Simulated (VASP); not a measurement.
# Hf (P6_3/mmc) in VASP: relaxation of cell and atoms with PBE

Aim: the relaxation of cell and atoms of Hf with PBE.

Everything below comes from runs of VASP 6.6.1. Logs are shortened: lines on timing, memory, paths and dates and some standing lists are left out, and cuts for length are marked.

### 1 The cell of the first run

It takes space group P6_3/mmc (No. 194, hexagonal). The conventional cell has a = 5.243 Å, b = 5.243 Å, c = 8.665 Å, α = 90.00°, β = 90.00°, γ = 120.00°. Hf (site symmetry 3m) has 4 Hf at 3.22 to 3.24 Å within 4.2 Å.

### 2 Relaxation of cell and atoms, PBE

Input file INCAR:

```
SYSTEM = Hf
ALGO     = Normal         ! electronic algorithm
EDIFF    = 1E-6           ! SCF threshold, eV
EDIFFG   = -0.01          ! ionic threshold
ENCUT    = 600            ! plane-wave cutoff, eV
GGA      = PE             ! functional
IBRION   = 2              ! ionic algorithm
ISIF     = 3              ! what is computed and relaxed
ISMEAR   = 0              ! smearing method
LASPH    = .True.         ! aspherical terms in the spheres
LCHARG   = .False.        ! write CHGCAR
LREAL    = .False.        ! projectors in reciprocal space
LWAVE    = .False.        ! write WAVECAR
NELM     = 60             ! most SCF steps
NSW      = 80             ! ionic steps
PREC     = Accurate       ! precision mode
SIGMA    = 0.1            ! smearing width, eV
```

Input file KPOINTS:

```
k-points
0
Gamma
  9 9 6
  0 0 0
```

Input file POSCAR:

```
Hf
1.0
    5.2432194672      0.0000000000      0.0000000000
   -2.6216097336      4.5407612562      0.0000000000
    0.0000000000      0.0000000000      8.6654840350
Hf
4
Direct
    0.3333333333      0.6666666667      0.0629309398
    0.6666666667      0.3333333333      0.5629309398
    0.3333333333      0.6666666667      0.4370690602
    0.6666666667      0.3333333333      0.9370690602
```

Potentials or basis: VASP PAW PBE potentials, release 64 (Hf_pv).

The run is started by

```bash
> cat potpaw_PBE.64/Hf_pv/POTCAR > POTCAR
> mpirun -np 1 vasp_std > vasp.out
```

OUTCAR:

```text
SYSTEM = Hf
   EDIFF = 1E-6
   EDIFFG = -0.01
   ENCUT = 600
   GGA = PE
   IBRION = 2
   ISIF = 3
   ISMEAR = 0
   LASPH = .True.
   LREAL = .False.
   NELM = 60
   NSW = 80
   PREC = Accurate

 ion  position               nearest neighbor table
   1  0.333  0.667  0.063-   4 3.22   4 3.22   4 3.22   3 3.24
   2  0.667  0.333  0.563-   3 3.22   3 3.22   3 3.22   4 3.24
   3  0.333  0.667  0.437-   2 3.22   2 3.22   2 3.22   1 3.24
   4  0.667  0.333  0.937-   1 3.22   1 3.22   1 3.22   2 3.24

  LATTYP: Found a hexagonal cell.
 ALAT       =     5.2432194672
 C/A-ratio  =     1.6527029031

  Lattice vectors:

 A1 = (   5.2432194672,   0.0000000000,   0.0000000000)
 A2 = (  -2.6216097336,   4.5407612562,   0.0000000000)
 A3 = (   0.0000000000,   0.0000000000,   8.6654840350)

Analysis of symmetry for initial positions (statically):
=====================================================================
 Subroutine PRICEL returns:
 Original cell was already a primitive cell.

 Routine SETGRP: Setting up the symmetry group for a
 hexagonal supercell.

 Subroutine GETGRP returns: Found 24 space group operations
 (whereof 12 operations were pure point group operations)
 out of a pool of 24 trial point group operations.

The static configuration has the point symmetry D_3d.
 The point group associated with its full space group is D_6h.

Analysis of symmetry for dynamics (positions and initial velocities):
=====================================================================
 Subroutine PRICEL returns:
 Original cell was already a primitive cell.

 Routine SETGRP: Setting up the symmetry group for a
 hexagonal supercell.

 Subroutine GETGRP returns: Found 24 space group operations
 (whereof 12 operations were pure point group operations)
 out of a pool of 24 trial point group operations.

The dynamic configuration has the point symmetry D_3d.
 The point group associated with its full space group is D_6h.

 Subroutine INISYM returns: Found 24 space group operations
 (whereof 12 operations are pure point group operations),
 and found     1 'primitive' translations

----------------------------------------------------------------------------------------

                                     Primitive cell

  volume of cell :     206.3096

  direct lattice vectors                    reciprocal lattice vectors
     5.243219467  0.000000000  0.000000000     0.190722514  0.110113695  0.000000000
    -2.621609734  4.540761256  0.000000000     0.000000000  0.220227390  0.000000000
     0.000000000  0.000000000  8.665484035     0.000000000  0.000000000  0.115400363

  length of vectors
     5.243219467  5.243219467  8.665484035     0.220227390  0.220227390  0.115400363

  position of ions in fractional coordinates (direct lattice)
     0.333333333  0.666666667  0.062930940
     0.666666667  0.333333333  0.562930940
     0.333333333  0.666666667  0.437069060
     0.666666667  0.333333333  0.937069060

  ion indices of the primitive-cell ions
   primitive index   ion index
                 1           1
                 2           2
                 3           3
                 4           4

----------------------------------------------------------------------------------------

 KPOINTS: k-points

Automatic generation of k-mesh.
 Grid dimensions read from file:
 generate k-points for:    9    9    6

 Generating k-lattice:

  Cartesian coordinates                     Fractional coordinates (reciprocal lattice)
     0.021191390  0.012234855  0.000000000     0.111111111  0.000000000  0.000000000
     0.000000000  0.024469710  0.000000000     0.000000000  0.111111111  0.000000000
     0.000000000  0.000000000  0.019233394     0.000000000  0.000000000  0.166666667

  Length of vectors
     0.024469710  0.024469710  0.019233394

  Shift w.r.t. Gamma in fractional coordinates (k-lattice)
     0.000000000  0.000000000  0.000000000

 Subroutine IBZKPT returns following result:
 ===========================================

 Found     48 irreducible k-points:

 Following reciprocal coordinates:
            Coordinates               Weight
  0.000000  0.000000  0.000000      1.000000
  0.111111 -0.000000  0.000000      6.000000
  0.222222  0.000000  0.000000      6.000000
  0.333333 -0.000000  0.000000      6.000000
  0.444444  0.000000  0.000000      6.000000
  0.111111  0.111111  0.000000      6.000000
[... 16 lines left out ...]
  0.333333  0.222222  0.166667     24.000000
  0.333333  0.333333  0.166667      4.000000
 [... further k-points ...]
   k-points           NKPTS =     48   k-points in BZ     NKDIM =     48   number of bands    NBANDS=     24
   number of dos      NEDOS =    301   number of ions     NIONS =      4
   total plane-waves  NPLWV = 123480
   dimension x,y,z NGX =    42 NGY =   42 NGZ =   70
   dimension x,y,z NGXF=    84 NGYF=   84 NGZF=  140
   ions per type =               4
   NGX,Y,Z   is equivalent  to a cutoff of  13.32, 13.32, 13.43 a.u.
   NGXF,Y,Z  is equivalent  to a cutoff of  26.63, 26.63, 26.86 a.u.
 SYSTEM =  Hf
   PREC   = accura    normal or accurate (medium, high low for compatibility)
   ISTART =      0    job   : 0-new  1-cont  2-samecut
   ICHARG =      2    charge: 1-file 2-atom 10-const
   ISPIN  =      1    spin polarized calculation?
   LNONCOLLINEAR =      F non collinear calculations
   LSORBIT =      F    spin-orbit coupling
   LASPH  =      T    aspherical Exc in radial PAW
   ENCUT  =  600.0 eV  44.10 Ry    6.64 a.u.  10.47 10.47 17.31*2*pi/ulx,y,z
   NELM   =     60;   NELMIN=  2; NELMDL= -5     # of ELM steps
   EDIFF  = 0.1E-05   stopping-criterion for ELM
   LREAL  =      F    real-space projection
   EDIFFG = -.1E-01   stopping-criterion for IOM
   NSW    =     80    number of steps for IOM
   IBRION =      2    ionic relax: 0-MD 1-quasi-New 2-CG
   NFREE  =      1    steps in history (QN), initial steepest desc. (CG)
   ISIF   =      3    stress and relaxation
   ISYM   =      2    0-nonsym 1-usesym 2-fastsym
   POTIM  = 0.5000    time-step for ionic-motion
   TEBEG  =    0.0;   TEEND  =   0.0 temperature during run
   PSTRESS=    0.0 pullay stress
   NELECT =      40.0000    total number of electrons
   NUPDOWN=      -1.0000    fix difference up-down
   EMIN   =  10.00;   EMAX   =-10.00  energy-range for DOS
   EFERMI =   0.00;   METHOD = LEGACY
   ISMEAR =     0;   SIGMA  =   0.10  broadening in eV -4-tet -1-fermi 0-gaus
   EFERMI_NEDOS =   21; number of points for ismear=-14 and -15
   IALGO  =     38    algorithm
   IMIX   =      4    mixing-type and parameters
     AMIX     =   0.40;   BMIX     =  1.00
     AMIX_MAG =   1.60;   BMIX_MAG =  1.00
  volume/ion in A,a.u.               =      51.58       348.06
  Fermi-wavevector in a.u.,A,eV,Ry     =   0.947520  1.790553 12.215227  0.897794
  Thomas-Fermi vector in A             =   2.075621
   LORBIT       =      0    0 simple, 1 ext, 2 COOP (PROOUT), +10 PAW based schemes
   GGA     = PE    functional components
   LHFCALC =     F    Hartree Fock is set to
   AEXX    =    0.0000 exact exchange contribution
   IVDW    =     0    specifies the selected vdW correction
   LEPSILON=     F    determine dielectric tensor
   LRPA    =     F    only Hartree local field effects (RPA)
 conjugate gradient relaxation of ions
 non-spin polarized calculation
 Gauss-broadening in eV      SIGMA  =   0.10
  energy-cutoff  :      600.00
  volume of cell :      206.31
 maximum number of plane-waves:      6911
 NGX is ok and might be reduce to    42
   NGX = 21   NGY = 21   NGZ = 35

--------------------------------------- Ionic step        1  -------------------------------------------

 number of electron      39.9999995 magnetization

 Free energy of the ion-electron system (eV)
  ---------------------------------------------------
  ext. energy  EPLUGINS =         0.00000000
  ---------------------------------------------------
  free energy    TOTEN  =       -27.05499688 eV

  energy without entropy =      -26.98060405  energy(sigma->0) =      -27.01780046

------------------------ aborting loop because EDIFF is reached ----------------------------------------

  FORCE on cell =-STRESS in cart. coord.  units (eV):
  Direction    XX          YY          ZZ          XY          YZ          ZX
  --------------------------------------------------------------------------------------
  -------------------------------------------------------------------------------------
  Total       -9.6199307     -9.6199307     -9.3562497      0.0000000      0.0000000     -0.0000000
  in kB      -74.7072918    -74.7072918    -72.6595749      0.0000000      0.0000000     -0.0000000
  external PRESSURE =     -74.0247195 kB  Pullay stress =       0.0000000 kB
[... 95 lines left out ...]
  FREE ENERGIE OF THE ION-ELECTRON SYSTEM (eV)
  ---------------------------------------------------
  free  energy   TOTEN  =       -29.1899689258 eV

  energy  without entropy=      -29.1480190248  energy(sigma->0) =      -29.16899398

[... ionic steps 4 to 38 ...]

--------------------------------------- Ionic step       39  -------------------------------------------

 number of electron      40.0000004 magnetization

------------------------ aborting loop because EDIFF is reached ----------------------------------------

  FORCE on cell =-STRESS in cart. coord.  units (eV):
  Direction    XX          YY          ZZ          XY          YZ          ZX
  --------------------------------------------------------------------------------------
  -------------------------------------------------------------------------------------
  Total        0.0057971      0.0057971      0.0023611      0.0000000     -0.0000000      0.0000000
  in kB        0.0748879      0.0748879      0.0305005      0.0000000     -0.0000000      0.0000000
  external PRESSURE =       0.0600921 kB  Pullay stress =       0.0000000 kB
[... 61 lines left out ...]
  energy  without entropy=      -32.7570744206  energy(sigma->0) =      -32.77581256

--------------------------------------- Ionic step       41  -------------------------------------------

 number of electron      40.0000004 magnetization

 Free energy of the ion-electron system (eV)
  ---------------------------------------------------
  ext. energy  EPLUGINS =         0.00000000
  ---------------------------------------------------
  free energy    TOTEN  =       -32.79455936 eV

  energy without entropy =      -32.75703253  energy(sigma->0) =      -32.77579595

 E-fermi :   2.2427     XC(G=0):  -9.4967

 val. band max:        2.2355551517   @ k =   0.3333   0.2222   0.0000
 cond. band min:       2.2450412077   @ k =   0.1111   0.1111   0.1667
 fundamental gap:      0.0094860559
 Fermi energy:         2.2426898631

 k-point     1 :       0.0000    0.0000    0.0000
  band No.  band energies     occupation
      1     -28.9518      2.00000
      2     -28.7758      2.00000
      3     -28.6204      2.00000
      4     -28.6204      2.00000
      5     -28.4471      2.00000
      6     -28.4471      2.00000
[... 637 lines left out ...]
     23       2.7198      0.00000
     24       2.7198      0.00000

 [... further k-points ...]

------------------------ aborting loop because EDIFF is reached ----------------------------------------

  FORCE on cell =-STRESS in cart. coord.  units (eV):
  Direction    XX          YY          ZZ          XY          YZ          ZX
  --------------------------------------------------------------------------------------
  -------------------------------------------------------------------------------------
  Total        0.0022950      0.0022950      0.0392624      0.0000000      0.0000000      0.0000000
  in kB        0.0296483      0.0296483      0.5072107      0.0000000      0.0000000      0.0000000
  external PRESSURE =       0.1888358 kB  Pullay stress =       0.0000000 kB
[... 19 lines left out ...]
  FREE ENERGIE OF THE ION-ELECTRON SYSTEM (eV)
  ---------------------------------------------------
  free  energy   TOTEN  =       -32.7945593605 eV

  energy  without entropy=      -32.7570325346  energy(sigma->0) =      -32.77579595

 reached required accuracy - stopping structural energy minimisation
```

It took 62 min on 1 thread of AMD EPYC 9R45 (Zen 5), shared host; peak memory 0.5 GiB.

Results:

```yaml
Free_energy: -32.7946 eV
Relaxed_volume: 31.01 Å³/atom
Relaxed_cell: a = 5.077 Å, b = 5.077 Å, c = 5.556 Å, α = 90.00°, β = 90.00°, γ = 120.00°
Space_group_after_relaxing_to_0.1_Å: P6/mmm (No. 191)
Pressure_after_relaxing: 0.0 GPa
Band_gap_on_the_k_mesh: zero (bands 20 and 21 overlap by 0.83 eV)
```

Final structure:
```
Hf
1.0
     5.07704    0.00000    0.00000
    -2.53852    4.39684    0.00000
     0.00000    0.00000    5.55581
Hf
4
Cartesian
  0.0000 2.9312 5.5558
  2.5385 1.4656 2.7778
  0.0000 2.9312 2.7780
  2.5385 1.4656 0.0001
```

Caveat: the volume moved by over 15 % at a fixed basis, so the end points are rough; spin-orbit coupling is left out, which moves the levels of the heavy elements.
